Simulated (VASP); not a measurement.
## KBr: single point with PBE

The system is KBr.

```
K Br
1.0
    -0.06585    3.25957    3.25957
     3.25957   -0.06585    3.25957
     3.25957    3.25957   -0.06585
K Br
1 1
Direct
  0.00000 0.00000 0.00000
  0.50000 0.50000 0.50000
```

This cell differs from its parent crystal: equal xy, yz and zx shear strains of -2 %.

| Quantity | Value |
| --- | --- |
| Program | VASP 6.6.1 |
| Task | single point |
| Functional | PBE |
| Potentials or basis | VASP PAW PBE potentials, release 64 (K_sv, Br) |
| Cutoff | 520 eV |
| k mesh | 7 × 7 × 7 |
| Occupations | fermi-dirac, width 0.01 eV |
| Spin | no spin polarisation |

| Item | Value |
| --- | --- |
| Pressure | 0.9 GPa |
| Band gap on the k mesh | 4.41 eV, direct |

Stress tensor (GPa, compression positive):
```
0.87 0.09 0.09
0.09 0.87 0.09
0.09 0.09 0.87
```

Levels at points of the mesh, in eV from the valence-band top:
```tsv
k point	band 5	band 6	band 7	band 8	band 9	band 10	band 11	band 12
(0.00, 0.00, 0.00)	-11.29	-0.06	-0.06	0.00	4.41	7.48	7.48	7.73
```

Run time: 21 s on 1 thread of Intel(R) Xeon(R) Platinum 8559C (Emerald Rapids), on a shared host, peak memory 0.22 GiB.

Caveat: the cell differs from its parent crystal (equal xy, yz and zx shear strains of -2 %). A k mesh can miss the band edges.
